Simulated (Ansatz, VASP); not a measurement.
# Two plane-wave programs on ZnS

The input INCAR:

```
PREC     = Accurate       # precision mode
ENCUT    = 520            # plane-wave cutoff, eV
EDIFF    = 1E-8           # SCF threshold, eV
ISMEAR   = -1             # smearing method
SIGMA    = 0.02           # smearing width, eV
LREAL    = Auto         
LASPH    = T              # aspherical terms in the spheres
NELM     = 100            # most SCF steps
ALGO     = Normal         # electronic algorithm
ISIF     = 2              # what is computed and relaxed
LWAVE    = F              # write WAVECAR
LCHARG   = F              # write CHGCAR
GGA      = PE             # functional
LEFG     = T            
NBANDS   = 86             # bands
```

Contents of KPOINTS:

```
Automatic mesh
0
Gamma
  8 8 2
```

The input POSCAR:

```
ZnS
1.0
    3.8177296488      0.0000000000      0.0000000000
   -1.9088648244      3.3062508606      0.0000000000
    0.0000000000      0.0000000000     24.9987122991
Zn S
8 8
Direct
    0.3333333333      0.6666666667      0.1251184100
    0.0000000000      0.0000000000      0.0001589700
    0.6666666667      0.3333333333      0.6250474700
    0.6666666667      0.3333333333      0.8751387000
    0.0000000000      0.0000000000      0.7500222700
    0.3333333333      0.6666666667      0.5000781600
    0.0000000000      0.0000000000      0.3750879400
    0.6666666667      0.3333333333      0.2501284900
    0.6666666667      0.3333333333      0.3437219900
    0.6666666667      0.3333333333      0.7185811600
    0.3333333333      0.6666666667      0.2187340500
    0.0000000000      0.0000000000      0.8436723900
    0.6666666667      0.3333333333      0.9688127500
    0.0000000000      0.0000000000      0.0937260600
    0.3333333333      0.6666666667      0.5936859800
    0.0000000000      0.0000000000      0.4686862100
```

Input for Ansatz:

```yaml
crystal:
  lattice:
    - [3.8177296488, 0.0, 0.0]
    - [-1.9088648244, 3.3062508606, 0.0]
    - [0.0, 0.0, 24.9987122991]
  atoms:
    - { symbol: Zn, position: [0.3333333333, 0.6666666667, 0.12511841] }
    - { symbol: Zn, position: [0.0, 0.0, 0.00015897] }
    - { symbol: Zn, position: [0.6666666667, 0.3333333333, 0.62504747] }
    - { symbol: Zn, position: [0.6666666667, 0.3333333333, 0.8751387] }
    - { symbol: Zn, position: [0.0, 0.0, 0.75002227] }
    - { symbol: Zn, position: [0.3333333333, 0.6666666667, 0.50007816] }
    - { symbol: Zn, position: [0.0, 0.0, 0.37508794] }
    - { symbol: Zn, position: [0.6666666667, 0.3333333333, 0.25012849] }
    - { symbol: S, position: [0.6666666667, 0.3333333333, 0.34372199] }
    - { symbol: S, position: [0.6666666667, 0.3333333333, 0.71858116] }
    - { symbol: S, position: [0.3333333333, 0.6666666667, 0.21873405] }
    - { symbol: S, position: [0.0, 0.0, 0.84367239] }
    - { symbol: S, position: [0.6666666667, 0.3333333333, 0.96881275] }
    - { symbol: S, position: [0.0, 0.0, 0.09372606] }
    - { symbol: S, position: [0.3333333333, 0.6666666667, 0.59368598] }
    - { symbol: S, position: [0.0, 0.0, 0.46868621] }
kpoints:
  mp_grid: { grid: [8, 8, 2] }
scf:
  occupations: { method: fermi_dirac, width: 0.02 }
hamiltonian:
  xc: pbe
  pseudopotentials: { kind: paw }
output:
  forces: true
  stress: true
  populations: true
  efg:
    quadrupole_moments_barn: { Zn: 0.122, S: -0.0694 }
    contact_densities: true
```

Change from the starting cell: volume scaled by 1.01.

Alike in both runs: task electric field gradients; functional PBE; k mesh 8 × 8 × 2; occupations fermi-dirac, width 0.02 eV; no spin polarisation.

|  | VASP | Ansatz |
| --- | --- | --- |
| version | VASP 6.6.1 | Ansatz 0.2.0 |
| potentials or method | VASP PAW PBE potentials, release 64 (Zn, S) | plane-wave PAW, scalar-relativistic |
| plane-wave cutoff (eV) | 520 | 420 |
| valence electrons in the cell | 144 | 144 |

Ansatz gave:

```
gap on the k mesh at the Fermi level (eV)                     : 2.12
pressure (GPa)                                                : 1.6
traceless stress, the component that is largest in VASP (GPa) : -0.05
rms of the force components (eV/Å)                            : 0.004
size of Vzz on the site where it differs most (V/Å²)          : 0.6
```

Q: Which values does VASP return?

A: gap on the k mesh at the Fermi level (eV): 2.13; pressure (GPa): 1.8; traceless stress, the component that is largest in VASP (GPa): -0.04; rms of the force components (eV/Å): 0.004; size of Vzz on the site where it differs most (V/Å²): 0.5.

Atom by atom the forces differ by 0.001 eV/Å (rms over components).
